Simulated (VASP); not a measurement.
# BP (F-43m) in VASP: a series of runs

The runs below take BP through relaxation of cell and atoms, single point, with LDA, PBEsol-based screened hybrid.

Program: VASP 6.6.1. These are calculated values, not measurements. Logs are shortened: lines on timing, memory, paths and dates and some standing lists are left out, and cuts for length are marked.

## (1) The cell of the first run

It takes space group F-43m (No. 216, cubic). Conventional cell: a = 4.538 Å, b = 4.538 Å, c = 4.538 Å, α = 90.00°, β = 90.00°, γ = 90.00°. P (site symmetry -43m) has 4 B at 1.97 Å within 2.6 Å. B (site symmetry -43m) has 4 P at 1.97 Å within 2.6 Å.

## (2) Relaxation of cell and atoms, LDA, target pressure 30 GPa, at which the enthalpy is minimised

File INCAR:

```
SYSTEM = BP
ALGO = Normal
EDIFF = 1E-6
EDIFFG = -0.02
ENCUT = 600
IBRION = 2
ISIF = 3
ISMEAR = -1
LASPH = .True.
LCHARG = .False.
LREAL = .False.
LWAVE = .False.
NELM = 80
NSW = 80
PREC = Accurate
PSTRESS = 300.0
SIGMA = 0.05
```

File KPOINTS:

```
k-points
0
Gamma
  10 10 10
  0 0 0
```

File POSCAR:

```
BP
1.0
    0.0000000000      2.2690000000      2.2690000000
    2.2690000000      0.0000000000      2.2690000000
    2.2690000000      2.2690000000      0.0000000000
P B
1 1
Direct
    0.7500000000      0.7500000000      0.7500000000
    0.0000000000      0.0000000000      0.0000000000
```

Potentials or basis: VASP PAW LDA potentials, release 64 (P, B).

Command:

```console
$ cat potpaw_LDA.64/P/POTCAR potpaw_LDA.64/B/POTCAR > POTCAR
$ mpirun -np 1 vasp_std > vasp.out
```

OUTCAR:

```text
SYSTEM = BP
   EDIFF = 1E-6
   EDIFFG = -0.02
   ENCUT = 600
   IBRION = 2
   ISIF = 3
   ISMEAR = -1
   LASPH = .True.
   LREAL = .False.
   NELM = 80
   NSW = 80
   PREC = Accurate
   PSTRESS = 300.0

 ion  position               nearest neighbor table
   1  0.750  0.750  0.750-   2 1.97   2 1.97   2 1.97   2 1.97
   2  0.000  0.000  0.000-   1 1.97   1 1.97   1 1.97   1 1.97

  LATTYP: Found a face centered cubic cell.
 ALAT       =     4.5380000000

  Lattice vectors:

 A1 = (   0.0000000000,   2.2690000000,   2.2690000000)
 A2 = (   2.2690000000,   0.0000000000,   2.2690000000)
 A3 = (   2.2690000000,   2.2690000000,   0.0000000000)

Analysis of symmetry for initial positions (statically):
=====================================================================
 Subroutine PRICEL returns:
 Original cell was already a primitive cell.

 Routine SETGRP: Setting up the symmetry group for a
 face centered cubic supercell.

 Subroutine GETGRP returns: Found 24 space group operations
 (whereof 24 operations were pure point group operations)
 out of a pool of 48 trial point group operations.

The static configuration has the point symmetry T_d .

Analysis of symmetry for dynamics (positions and initial velocities):
=====================================================================
 Subroutine PRICEL returns:
 Original cell was already a primitive cell.

 Routine SETGRP: Setting up the symmetry group for a
 face centered cubic supercell.

 Subroutine GETGRP returns: Found 24 space group operations
 (whereof 24 operations were pure point group operations)
 out of a pool of 48 trial point group operations.

The dynamic configuration has the point symmetry T_d .

 Subroutine INISYM returns: Found 24 space group operations
 (whereof 24 operations are pure point group operations),
 and found     1 'primitive' translations

----------------------------------------------------------------------------------------

                                     Primitive cell

  volume of cell :      23.3633

  direct lattice vectors                    reciprocal lattice vectors
     0.000000000  2.269000000  2.269000000    -0.220361393  0.220361393  0.220361393
     2.269000000  0.000000000  2.269000000     0.220361393 -0.220361393  0.220361393
     2.269000000  2.269000000  0.000000000     0.220361393  0.220361393 -0.220361393

  length of vectors
     3.208850573  3.208850573  3.208850573     0.381677128  0.381677128  0.381677128

  position of ions in fractional coordinates (direct lattice)
     0.750000000  0.750000000  0.750000000
     0.000000000  0.000000000  0.000000000

  ion indices of the primitive-cell ions
   primitive index   ion index
                 1           1
                 2           2

----------------------------------------------------------------------------------------

 KPOINTS: k-points

Automatic generation of k-mesh.
 Grid dimensions read from file:
 generate k-points for:   10   10   10

 Generating k-lattice:

  Cartesian coordinates                     Fractional coordinates (reciprocal lattice)
    -0.022036139  0.022036139  0.022036139     0.100000000  0.000000000  0.000000000
     0.022036139 -0.022036139  0.022036139     0.000000000  0.100000000  0.000000000
     0.022036139  0.022036139 -0.022036139     0.000000000  0.000000000  0.100000000

  Length of vectors
     0.038167713  0.038167713  0.038167713

  Shift w.r.t. Gamma in fractional coordinates (k-lattice)
     0.000000000  0.000000000  0.000000000

 Subroutine IBZKPT returns following result:
 ===========================================

 Found     47 irreducible k-points:

 Following reciprocal coordinates:
            Coordinates               Weight
  0.000000  0.000000  0.000000      1.000000
  0.100000  0.000000  0.000000      8.000000
  0.200000  0.000000  0.000000      8.000000
  0.300000  0.000000  0.000000      8.000000
  0.400000  0.000000  0.000000      8.000000
  0.500000  0.000000  0.000000      4.000000
[... 16 lines left out ...]
  0.300000  0.300000  0.000000      6.000000
  0.400000  0.300000  0.000000     24.000000
 [... further k-points ...]
   k-points           NKPTS =     47   k-points in BZ     NKDIM =     47   number of bands    NBANDS=      8
   number of dos      NEDOS =    301   number of ions     NIONS =      2
   total plane-waves  NPLWV =  21952
   dimension x,y,z NGX =    28 NGY =   28 NGZ =   28
   dimension x,y,z NGXF=    56 NGYF=   56 NGZF=   56
   ions per type =               1   1
   NGX,Y,Z   is equivalent  to a cutoff of  14.51, 14.51, 14.51 a.u.
   NGXF,Y,Z  is equivalent  to a cutoff of  29.01, 29.01, 29.01 a.u.
 SYSTEM =  BP
   PREC   = accura    normal or accurate (medium, high low for compatibility)
   ISTART =      0    job   : 0-new  1-cont  2-samecut
   ICHARG =      2    charge: 1-file 2-atom 10-const
   ISPIN  =      1    spin polarized calculation?
   LNONCOLLINEAR =      F non collinear calculations
   LSORBIT =      F    spin-orbit coupling
   LASPH  =      T    aspherical Exc in radial PAW
   ENCUT  =  600.0 eV  44.10 Ry    6.64 a.u.   6.41  6.41  6.41*2*pi/ulx,y,z
   NELM   =     80;   NELMIN=  2; NELMDL= -5     # of ELM steps
   EDIFF  = 0.1E-05   stopping-criterion for ELM
   LREAL  =      F    real-space projection
   EDIFFG = -.2E-01   stopping-criterion for IOM
   NSW    =     80    number of steps for IOM
   IBRION =      2    ionic relax: 0-MD 1-quasi-New 2-CG
   NFREE  =      1    steps in history (QN), initial steepest desc. (CG)
   ISIF   =      3    stress and relaxation
   ISYM   =      2    0-nonsym 1-usesym 2-fastsym
   POTIM  = 0.5000    time-step for ionic-motion
   TEBEG  =    0.0;   TEEND  =   0.0 temperature during run
   PSTRESS=  300.0 pullay stress
   NELECT =       8.0000    total number of electrons
   NUPDOWN=      -1.0000    fix difference up-down
   EMIN   =  10.00;   EMAX   =-10.00  energy-range for DOS
   EFERMI =   0.00;   METHOD = LEGACY
   ISMEAR =    -1;   SIGMA  =   0.05  broadening in eV -4-tet -1-fermi 0-gaus
   EFERMI_NEDOS =   21; number of points for ismear=-14 and -15
   IALGO  =     38    algorithm
   IMIX   =      4    mixing-type and parameters
     AMIX     =   0.40;   BMIX     =  1.00
     AMIX_MAG =   1.60;   BMIX_MAG =  1.00
  volume/ion in A,a.u.               =      11.68        78.83
  Fermi-wavevector in a.u.,A,eV,Ry     =   1.145320  2.164342 17.847562  1.311759
  Thomas-Fermi vector in A             =   2.282009
   LORBIT       =      0    0 simple, 1 ext, 2 COOP (PROOUT), +10 PAW based schemes
   GGA     = CA    functional components
   LHFCALC =     F    Hartree Fock is set to
   AEXX    =    0.0000 exact exchange contribution
   IVDW    =     0    specifies the selected vdW correction
   LEPSILON=     F    determine dielectric tensor
   LRPA    =     F    only Hartree local field effects (RPA)
 conjugate gradient relaxation of ions
 non-spin polarized calculation
  energy-cutoff  :      600.00
  volume of cell :       23.36
 maximum number of plane-waves:       794
 NGX is ok and might be reduce to    28
   NGX = 13   NGY = 13   NGZ = 13

--------------------------------------- Ionic step        1  -------------------------------------------

 number of electron       8.0000000 magnetization

 Free energy of the ion-electron system (eV)
  ---------------------------------------------------
  ext. energy  EPLUGINS =         0.00000000
  ---------------------------------------------------
  free energy    TOTEN  =       -14.38870180 eV

  energy without entropy =      -14.38870172  energy(sigma->0) =      -14.38870176

------------------------ aborting loop because EDIFF is reached ----------------------------------------

  FORCE on cell =-STRESS in cart. coord.  units (eV):
  Direction    XX          YY          ZZ          XY          YZ          ZX
  --------------------------------------------------------------------------------------
  -------------------------------------------------------------------------------------
  Total       -0.7751765     -0.7751765     -0.7751765     -0.0000000      0.0000000      0.0000000
  in kB      -53.1591064    -53.1591064    -53.1591064     -0.0000000      0.0000000      0.0000000
  external PRESSURE =    -353.1591064 kB  Pullay stress =     300.0000000 kB
[... 23 lines left out ...]
  enthalpy is  TOTEN    =       -10.0140433107 eV   P V=        4.3746584939

--------------------------------------- Ionic step        2  -------------------------------------------

 number of electron       8.0000000 magnetization

 E-fermi :  13.0214     XC(G=0): -12.8126

 val. band max:       12.7699946403   @ k =   0.0000   0.0000   0.0000
 cond. band min:      13.2710322655   @ k =   0.5000   0.5000   0.0000
 fundamental gap:      0.5010376252
 Fermi energy:        13.0213698840

 k-point     1 :       0.0000    0.0000    0.0000
  band No.  band energies     occupation
      1      -6.4762      2.00000
      2      12.7700      1.98698
      3      12.7700      1.98698
      4      12.7700      1.98698
      5      17.2680      0.00000
      6      17.2680      0.00000
      7      17.2680      0.00000
      8      26.3346      0.00000
[... 243 lines left out ...]
 k-point    24 :       0.4000    0.3000    0.0000
  band No.  band energies     occupation
      1      -2.4412      2.00000
      2       5.8970      2.00000
      3       7.2641      2.00000
      4       8.0624      2.00000
      5      14.2960      0.00000
      6      16.3094      0.00000
      7      25.0669      0.00000
      8      25.6008      0.00000

 [... further k-points ...]

------------------------ aborting loop because EDIFF is reached ----------------------------------------

  FORCE on cell =-STRESS in cart. coord.  units (eV):
  Direction    XX          YY          ZZ          XY          YZ          ZX
  --------------------------------------------------------------------------------------
  -------------------------------------------------------------------------------------
  Total       12.2298914     12.2298914     12.2298914      0.0000000     -0.0000000      0.0000000
  in kB     1248.5786361   1248.5786361   1248.5786361      0.0000000     -0.0000000      0.0000000
  external PRESSURE =     948.5786361 kB  Pullay stress =     300.0000000 kB
[... 175 lines left out ...]
  enthalpy is  TOTEN    =       -10.4558080754 eV   P V=        3.7145230528

--------------------------------------- Ionic step        7  -------------------------------------------

 number of electron       8.0000000 magnetization

 Free energy of the ion-electron system (eV)
  ---------------------------------------------------
  ext. energy  EPLUGINS =         0.00000000
  ---------------------------------------------------
  free energy    TOTEN  =       -14.16299054 eV

  energy without entropy =      -14.16298994  energy(sigma->0) =      -14.16299024

 E-fermi :   9.9553     XC(G=0): -11.7849

 val. band max:        9.4894076648   @ k =   0.0000   0.0000   0.0000
 cond. band min:      10.4682413675   @ k =   0.5000   0.5000   0.0000
 fundamental gap:      0.9788337027
 Fermi energy:         9.9553260051

 k-point     1 :       0.0000    0.0000    0.0000
  band No.  band energies     occupation
      1      -7.4269      2.00000
      2       9.4894      1.99982
      3       9.4894      1.99982
      4       9.4894      1.99982
      5      13.1901      0.00000
      6      13.1901      0.00000
      7      13.1901      0.00000
      8      19.4940      0.00000
[... 243 lines left out ...]
 k-point    24 :       0.4000    0.3000    0.0000
  band No.  band energies     occupation
      1      -4.0485      2.00000
      2       3.0538      2.00000
      3       4.8291      2.00000
      4       5.4685      2.00000
      5      11.1448      0.00000
      6      12.9923      0.00000
      7      20.0072      0.00000
      8      20.1936      0.00000

 [... further k-points ...]

------------------------ aborting loop because EDIFF is reached ----------------------------------------

  FORCE on cell =-STRESS in cart. coord.  units (eV):
  Direction    XX          YY          ZZ          XY          YZ          ZX
  --------------------------------------------------------------------------------------
  -------------------------------------------------------------------------------------
  Total        3.7059299      3.7059299      3.7059299      0.0000000      0.0000000      0.0000000
  in kB      299.9042242    299.9042242    299.9042242      0.0000000      0.0000000      0.0000000
  external PRESSURE =      -0.0957758 kB  Pullay stress =     300.0000000 kB
[... 17 lines left out ...]
  FREE ENERGIE OF THE ION-ELECTRON SYSTEM (eV)
  ---------------------------------------------------
  free  energy   TOTEN  =       -14.1629905432 eV

  energy  without entropy=      -14.1629899368  energy(sigma->0) =      -14.16299024

  enthalpy is  TOTEN    =       -10.4558771284 eV   P V=        3.7071134148

 reached required accuracy - stopping structural energy minimisation
```

Run time: 81 s. Hardware: 1 thread of Intel Xeon 8259CL, shared host; peak memory 0.15 GiB.

Results:

* Free energy: -14.1630 eV
* Relaxed volume: 9.90 Å³/atom
* Relaxed cell: a = 3.037 Å, b = 3.037 Å, c = 3.037 Å, α = 60.00°, β = 60.00°, γ = 60.00°
* Space group after relaxing (to 0.05 Å): F-43m (No. 216)
* Energy change on relaxing (the enthalpy is what falls): +112.9 meV/atom
* Ionic steps: 7
* Pressure after relaxing: 30.0 GPa
* Band gap on the k mesh: 0.98 eV, indirect (least direct gap 3.70 eV)

Step by step:
```tsv
step	energy change (eV)	largest force (eV/Å)	pressure (GPa)	volume (Å³)
1	0.0000	0.0000	-5.32	23.36
2	2.0234	0.0000	124.86	15.69
3	0.1893	0.0000	27.18	20.00
4	0.2193	0.0000	29.52	19.83
5	0.2318	0.0000	30.46	19.77
6	0.2184	0.0000	29.44	19.84
7	0.2257	0.0000	29.99	19.80
```

Final structure:
```yaml
crystal:
  lattice:
    - [0.00000, 2.14716, 2.14716]
    - [2.14716, 0.00000, 2.14716]
    - [2.14716, 2.14716, 0.00000]
  atoms:
    - { symbol: P, position: [0.75000, 0.75000, 0.75000] }
    - { symbol: B, position: [0.00000, 0.00000, 0.00000] }
```

Caveat: the cell is relaxed towards a set pressure, so the enthalpy falls and the energy may rise; the volume moved by over 15 % at a fixed basis, so the end points are rough. A k mesh can miss the band edges.

## (3) Single point, PBEsol-based screened hybrid

This run uses another cell than the first one, of 11.46 Å³/atom, 0.981 times its volume.

File POSCAR:

```
BP
1.0
    0.0000000000      2.2546728770      2.2546728770
    2.2546728770      0.0000000000      2.2546728770
    2.2546728770      2.2546728770      0.0000000000
P B
1 1
Direct
    0.7500000000      0.7500000000      0.7500000000
    0.0000000000      0.0000000000      0.0000000000
```

File INCAR.step1:

```
  PREC = Accurate
  ENCUT = 520
  EDIFF = 1E-5
  ISMEAR = -1
  SIGMA = 0.05
  LREAL = F
  LASPH = T
  NELM = 80
  ALGO = Normal
  ISIF = 2
  LWAVE = T
  LCHARG = F
  NBANDS = 11
  GGA = PE
```

File INCAR.step2:

```
  PREC = Accurate
  ENCUT = 520
  EDIFF = 1E-6
  ISMEAR = -1
  SIGMA = 0.05
  LREAL = F
  LASPH = T
  NELM = 80
  ALGO = Normal
  ISIF = 2
  LWAVE = F
  LCHARG = F
  GGA = PS
  LHFCALC = T
  AEXX = 0.25
  HFSCREEN = 0.207
  PRECFOCK = Normal
  NBANDS = 11
  ISTART = 1
```

File KPOINTS:

```
Automatic mesh
0
Gamma
  5 5 5
```

Potentials or basis: VASP PAW PBE potentials, release 64 (P, B).

Command:

```console
$ cat potpaw_PBE.64/P/POTCAR potpaw_PBE.64/B/POTCAR > POTCAR
$ cp INCAR.step1 INCAR
$ mpirun -np 1 vasp_std > vasp.out
$ cp INCAR.step2 INCAR
$ mpirun -np 1 vasp_std > vasp.out
```

It used 280 s of CPU time on 1 thread of AMD EPYC 7R13 Processor (Zen 3) (shared host).

The run converged. Its results:

- Free energy: -15.2934 eV
- Pressure: -0.3 GPa
- Band gap on the k mesh: 1.89 eV, indirect (least direct gap 4.35 eV)

Levels at points of the mesh, in eV from the valence-band top:
```tsv
k point	band 2	band 3	band 4	band 5	band 6	band 7
(0.00, 0.00, 0.00)	0.00	0.00	0.00	4.35	4.35	4.35
```

Caveat: the k points lie up to 0.48 Å⁻¹ apart; the PAW data sets were made with another functional, which shifts forces and pressure a little. A k mesh can miss the band edges.

## (4) Relaxation of cell and atoms, PBEsol-based screened hybrid

File POSCAR:

```
BP
1.0
    0.0000000000      2.2690000000      2.2690000000
    2.2690000000      0.0000000000      2.2690000000
    2.2690000000      2.2690000000      0.0000000000
P B
1 1
Direct
    0.7500000000      0.7500000000      0.7500000000
    0.0000000000      0.0000000000      0.0000000000
```

File INCAR.step1:

```
PREC = Accurate ; ENCUT = 600
EDIFF = 1E-5 ; ISMEAR = -1
SIGMA = 0.05 ; LREAL = F
LASPH = T ; NELM = 80
ALGO = Normal ; LWAVE = T
LCHARG = F ; GGA = PE
NBANDS = 11
```

File INCAR.step2:

```
PREC = Accurate ; ENCUT = 600
EDIFF = 1E-6 ; ISMEAR = -1
SIGMA = 0.05 ; LREAL = F
LASPH = T ; NELM = 80
ALGO = Normal ; ISIF = 3
LWAVE = F ; LCHARG = F
GGA = PS ; LHFCALC = T
AEXX = 0.25 ; HFSCREEN = 0.207
PRECFOCK = Normal ; IBRION = 2
NSW = 60 ; EDIFFG = -0.01
ISTART = 1
```

KPOINTS is that of step 3.

Command:

```console
$ cat potpaw_PBE.64/P/POTCAR potpaw_PBE.64/B/POTCAR > POTCAR
$ cp INCAR.step1 INCAR
$ mpirun -np 1 vasp_std > vasp.out
$ cp INCAR.step2 INCAR
$ mpirun -np 1 vasp_std > vasp.out
```

It used 710 s of CPU time on 1 thread of AMD EPYC 7R13 Processor (Zen 3), with other jobs on the host.

The run converged. Its results:

* Free energy: -15.2954 eV
* Relaxed volume: 11.44 Å³/atom
* Relaxed cell: a = 3.187 Å, b = 3.187 Å, c = 3.187 Å, α = 60.00°, β = 60.00°, γ = 60.00°
* Space group after relaxing (to 0.05 Å): F-43m (No. 216)
* Energy gained by relaxing: 2.7 meV/atom
* Ionic steps: 3
* Pressure after relaxing: 0.0 GPa
* Band gap on the k mesh: 1.89 eV, indirect (least direct gap 4.35 eV)

Step by step:
```csv
step,energy change (eV),largest force (eV/Å),pressure (GPa),volume (Å³)
1,0.0000,0.0000,-3.56,23.36
2,-0.0016,0.0000,3.16,22.50
3,-0.0054,0.0000,0.00,22.89
```

Final structure:
```
CELL_PARAMETERS angstrom
0.00000 2.25351 2.25351
2.25351 0.00000 2.25351
2.25351 2.25351 0.00000
ATOMIC_POSITIONS crystal
P 0.75000 0.75000 0.75000
B 0.00000 0.00000 0.00000
```

Levels at points of the mesh, in eV from the valence-band top:
| k point | band 1 | band 2 | band 3 | band 4 | band 5 | band 6 | band 7 | band 8 |
| --- | --- | --- | --- | --- | --- | --- | --- | --- |
| (0.00, 0.00, 0.00) | -17.30 | 0.00 | 0.00 | 0.00 | 4.35 | 4.35 | 4.35 | 9.00 |

Caveat: the k points lie up to 0.48 Å⁻¹ apart in the final cell; the PAW data sets were made with another functional, which shifts forces and pressure a little. A k mesh can miss the band edges.

## (5) Overview

| task | level | potentials or basis | cell | k mesh | cutoff (eV) | grid for exact exchange (PRECFOCK) | share of exact exchange | screening parameter | gap on the mesh (eV) | pressure (GPa) |
| --- | --- | --- | --- | --- | --- | --- | --- | --- | --- | --- |
| relaxation of cell and atoms | LDA | VASP PAW LDA potentials, release 64 (P, B) | relaxed to 30 GPa from a = 3.209 Å, angles 60.0°, 2 atoms | 10 × 10 × 10 | 600 | - | - | - | 0.98 | 30.0 |
| single point | PBEsol-based screened hybrid | VASP PAW PBE potentials, release 64 (P, B) | a = 3.189 Å, angles 60.0°, 2 atoms | 5 × 5 × 5 | 520 | Normal | 0.25 | 0.207 1/Å | 1.89 | -0.3 |
| relaxation of cell and atoms | PBEsol-based screened hybrid | VASP PAW PBE potentials, release 64 (P, B) | relaxed from a = 3.209 Å, angles 60.0°, 2 atoms | 5 × 5 × 5 | 600 | Normal | 0.25 | 0.207 1/Å | 1.89 | 0.0 |

Alike in all rows: no spin polarisation; smearing fermi-dirac 0.05 eV.

Caveats: some runs use coarse meshes; the PAW data sets were made with another functional, which shifts forces and pressure a little (some runs); the cell is relaxed towards a set pressure, so the enthalpy falls and the energy may rise (some runs); the volume moved by over 15 % at a fixed basis, so the end points are rough (some runs).

Absolute energies hang on the potentials; compare differences alone.
